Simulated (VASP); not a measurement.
# WSe (P6_3/mmc) in VASP: a series of runs, part 2 of 2

VASP 6.6.1.

## (4) Single point, PBEsol, collinear spin

This run uses another cell than the first one, of 19.11 Å³/atom.

Contents of INCAR:

```
SYSTEM = WSe
PREC = Accurate ; ENCUT = 520
EDIFF = 1E-6 ; ISMEAR = 0
SIGMA = 0.1 ; LREAL = .FALSE.
LASPH = .TRUE. ; NELM = 150
ALGO = Normal ; ISIF = 2
LWAVE = .FALSE. ; LCHARG = .FALSE.
ISPIN = 2 ; MAGMOM = 2.5 2.5 0 0
LORBIT = 11 ; LMAXMIX = 4
GGA = PS ; NBANDS = 32
```

Contents of KPOINTS:

```
regular mesh
0
G
  18 18 6
  0 0 0
```

Contents of POSCAR:

```
WSe
1.0
    3.2981538057      0.0000000000      0.0000000000
   -1.6490769028      2.8562849813      0.0000000000
    0.0000000000      0.0000000000      8.1154514233
W Se
2 2
Direct
    0.0000000000      0.0000000000      0.0000000000
    0.0000000000      0.0000000000      0.5000000000
    0.3333333333      0.6666666667      0.2500000000
    0.6666666667      0.3333333333      0.7500000000
```

Potentials or basis: VASP PAW PBE potentials, release 64 (W_sv, Se).

Started as:

```sh
> cat potpaw_PBE.64/W_sv/POTCAR potpaw_PBE.64/Se/POTCAR > POTCAR
> mpirun -np 1 vasp_std > vasp.out
```

OUTCAR:

```text
SYSTEM = WSe
   PREC = Accurate
   ENCUT = 520
   EDIFF = 1E-6
   ISMEAR = 0
   LREAL = .FALSE.
   LASPH = .TRUE.
   NELM = 150
   ISIF = 2
   ISPIN = 2
   LORBIT = 11
   GGA = PS

 ion  position               nearest neighbor table
   1  0.000  0.000  0.000-   3 2.78   4 2.78   3 2.78   4 2.78   4 2.78   3 2.78
   2  0.000  0.000  0.500-   3 2.78   4 2.78   3 2.78   4 2.78   4 2.78   3 2.78
   3  0.333  0.667  0.250-   1 2.78   2 2.78   1 2.78   2 2.78   1 2.78   2 2.78
   4  0.667  0.333  0.750-   1 2.78   2 2.78   1 2.78   2 2.78   1 2.78   2 2.78

  LATTYP: Found a hexagonal cell.
 ALAT       =     3.2981538057
 C/A-ratio  =     2.4606042960

  Lattice vectors:

 A1 = (   3.2981538057,   0.0000000000,   0.0000000000)
 A2 = (  -1.6490769028,   2.8562849813,   0.0000000000)
 A3 = (   0.0000000000,   0.0000000000,   8.1154514233)

Analysis of symmetry for initial positions (statically):
=====================================================================
 Subroutine PRICEL returns:
 Original cell was already a primitive cell.

 Routine SETGRP: Setting up the symmetry group for a
 hexagonal supercell.

 Subroutine GETGRP returns: Found 24 space group operations
 (whereof 12 operations were pure point group operations)
 out of a pool of 24 trial point group operations.

The static configuration has the point symmetry D_3d.
 The point group associated with its full space group is D_6h.

Analysis of symmetry for dynamics (positions and initial velocities):
=====================================================================
 Subroutine PRICEL returns:
 Original cell was already a primitive cell.

 Routine SETGRP: Setting up the symmetry group for a
 hexagonal supercell.

 Subroutine GETGRP returns: Found 24 space group operations
 (whereof 12 operations were pure point group operations)
 out of a pool of 24 trial point group operations.

The dynamic configuration has the point symmetry D_3d.
 The point group associated with its full space group is D_6h.

Analysis of structural, dynamic, and magnetic symmetry:
=====================================================================
 Subroutine PRICEL returns:
[... 164 lines left out ...]

 E-fermi :   8.0032     XC(G=0): -11.8128

 val. band max:        8.0027759040   @ k =   0.1667  -0.0000   0.3333
 cond. band min:       8.0097573417   @ k =   0.4444   0.0556   0.3333
 fundamental gap:      0.0069814377
 Fermi energy:         8.0031911141

 spin component 1

 k-point     1 :       0.0000    0.0000    0.0000
  band No.  band energies     occupation
      1     -66.6448      1.00000
      2     -66.6448      1.00000
      3     -30.8849      1.00000
      4     -30.8656      1.00000
      5     -30.6534      1.00000
      6     -30.6534      1.00000
[... 829 lines left out ...]
     31      14.5300      0.00000
     32      16.0714      0.00000

 [... further k-points ...]

 spin component 2

 k-point     1 :       0.0000    0.0000    0.0000
  band No.  band energies     occupation
      1     -66.6449      1.00000
      2     -66.6448      1.00000
      3     -30.8850      1.00000
      4     -30.8656      1.00000
      5     -30.6534      1.00000
      6     -30.6534      1.00000
[... 829 lines left out ...]
     31      14.5300      0.00000
     32      16.0714      0.00000

 [... further k-points ...]
[... 5 lines left out ...]
  --------------------------------------------------------------------------------------
  -------------------------------------------------------------------------------------
  Total      -10.8774071    -10.8774071    -12.7200577     -0.0000000      0.0000000      0.0000000
  in kB     -227.9559028   -227.9559028   -266.5720057     -0.0000000      0.0000000      0.0000000
  external PRESSURE =    -240.8279371 kB  Pullay stress =       0.0000000 kB

 VOLUME and BASIS-vectors are now :
 -----------------------------------------------------------------------------
  energy-cutoff  :      520.00
  volume of cell :       76.45
      direct lattice vectors                 reciprocal lattice vectors
     3.298153806  0.000000000  0.000000000     0.303199929  0.175052561  0.000000000
    -1.649076903  2.856284981  0.000000000     0.000000000  0.350105121  0.000000000
     0.000000000  0.000000000  8.115451423     0.000000000  0.000000000  0.123221734

 POSITION                                       TOTAL-FORCE (eV/Angst)
 -----------------------------------------------------------------------------------
      0.00000      0.00000      0.00000        -0.000000      0.000000      0.000000
      0.00000      0.00000      4.05773         0.000000      0.000000      0.000000
     -0.00000      1.90419      2.02886        -0.000000     -0.000000     -0.000000
      1.64908      0.95209      6.08659         0.000000      0.000000     -0.000000
 -----------------------------------------------------------------------------------
    total drift:                               -0.000000      0.000000      0.000000

  FREE ENERGIE OF THE ION-ELECTRON SYSTEM (eV)
  ---------------------------------------------------
  free  energy   TOTEN  =       -32.5234175263 eV

  energy  without entropy=      -32.4992762992  energy(sigma->0) =      -32.51134691

 total charge

# of ion       s       p       d       tot
------------------------------------------
    1        2.283   6.133   3.289  11.705
    2        2.283   6.133   3.289  11.705
    3        1.458   2.239   0.093   3.790
    4        1.458   2.239   0.093   3.790
--------------------------------------------------
tot          7.482  16.743   6.763  30.989

 magnetization (x)

# of ion       s       p       d       tot
------------------------------------------
    1       -0.000   0.000  -0.000  -0.000
    2       -0.000   0.000  -0.000  -0.000
    3        0.000   0.000  -0.000   0.000
    4        0.000   0.000  -0.000   0.000
--------------------------------------------------
tot         -0.000   0.000  -0.000  -0.000
```

OSZICAR:

```text
N       E                     dE             d eps       ncg     rms          rms(c)
DAV:   1     0.381579285143E+03    0.38158E+03   -0.20117E+04 19328   0.127E+03
DAV:   2    -0.131634876714E+02   -0.39474E+03   -0.38060E+03 20952   0.384E+02
DAV:   3    -0.328641729776E+02   -0.19701E+02   -0.19081E+02 23472   0.807E+01
DAV:   4    -0.331615145173E+02   -0.29734E+00   -0.29655E+00 20552   0.103E+01
DAV:   5    -0.331641720552E+02   -0.26575E-02   -0.26573E-02 22616   0.108E+00    0.221E+01
DAV:   6    -0.322043424970E+02    0.95983E+00   -0.43827E+00 20872   0.120E+01    0.838E+00
DAV:   7    -0.324600121397E+02   -0.25567E+00   -0.47561E-01 20328   0.394E+00    0.542E+00
DAV:   8    -0.324783873618E+02   -0.18375E-01   -0.72292E-02 22176   0.109E+00    0.179E+00
DAV:   9    -0.325005619777E+02   -0.22175E-01   -0.16987E-02 20664   0.609E-01    0.643E-01
DAV:  10    -0.325125133177E+02   -0.11951E-01   -0.93354E-03 20240   0.481E-01    0.437E-01
DAV:  11    -0.325208384239E+02   -0.83251E-02   -0.99935E-03 20696   0.420E-01    0.223E-01
DAV:  12    -0.325225306901E+02   -0.16923E-02   -0.17017E-03 20840   0.172E-01    0.109E-01
DAV:  13    -0.325232419397E+02   -0.71125E-03   -0.91788E-04 19792   0.128E-01    0.609E-02
DAV:  14    -0.325233883797E+02   -0.14644E-03   -0.21908E-04 21144   0.566E-02    0.291E-02
DAV:  15    -0.325234155230E+02   -0.27143E-04   -0.55253E-05 20552   0.304E-02    0.106E-02
DAV:  16    -0.325234174218E+02   -0.18989E-05   -0.55374E-06 18528   0.958E-03    0.397E-03
DAV:  17    -0.325234175263E+02   -0.10449E-06   -0.74454E-07 10368   0.455E-03
   1 F= -.32523418E+02 E0= -.32511347E+02  d E =-.241412E-01  mag=    -0.0001
```

stdout:

```text
POSCAR found type information on POSCAR W Se
 POSCAR found :  2 types and       4 ions
 scaLAPACK will be used
 -----------------------------------------------------------------------------
|                                                                             |
|                                                                             |
|     You enforced a specific xc type in the INCAR file but a different       |
|     I HOPE YOU KNOW WHAT YOU ARE DOING!                                     |
|                                                                             |
 -----------------------------------------------------------------------------

 LDA part: xc-table for (Slater+PW92), standard interpolation
 POSCAR, INCAR and KPOINTS ok, starting setup
 FFT: planning ... GRIDC
 FFT: planning ... GRID_SOFT
 FFT: planning ... GRID
 WAVECAR not read
 entering main loop
```

Run time: 19 min. Hardware: 1 thread of Oxide Virtual Turin-like, shared host; peak memory 0.58 GiB.

Results:

| Property | Result |
| --- | --- |
| Free energy | -32.5234 eV |
| Pressure | -24.1 GPa |
| Band gap on the k mesh | zero (filled and empty bands overlap) |
| Net moment | 0.00 μB per cell |
| Valence electrons inside the program's atomic spheres | W 11.71; Se 3.79 |

Stress tensor (GPa, compression positive):
```
-22.80   0.00   0.00
  0.00 -22.80   0.00
  0.00   0.00 -26.66
```

Caveat: the cell stands under tension; the PAW data sets were made with another functional, which shifts forces and pressure a little; spin-orbit coupling is left out, which moves the levels of the heavy elements.

## (5) Overview

```csv
task,spin,cell,cutoff (eV),gap on the mesh (eV),pressure (GPa)
single point,off,"a = 3.104, b = 3.104, c = 7.637 Å, angles 90.0, 90.0, 120.0°, 4 atoms",520,none,0.6
relaxation of cell and atoms,off,"relaxed from a = 3.118, b = 3.118, c = 7.583 Å, angles 90.0, 90.0, 120.0°, 4 atoms",600,none,0.0
single point,collinear,"a = 3.298, b = 3.298, c = 8.115 Å, angles 90.0, 90.0, 120.0°, 4 atoms",520,none,-24.1
```

Alike in all rows: level PBEsol; potentials or basis VASP PAW PBE potentials, release 64 (W_sv, Se); k mesh 18 × 18 × 6; smearing gaussian 0.1 eV.

Caveats: the PAW data sets were made with another functional, which shifts forces and pressure a little; spin-orbit coupling is left out, which moves the levels of the heavy elements; the cell stands under tension (at least some runs).

Total energies depend on the potentials used, so only differences within one code and one set of settings carry meaning.
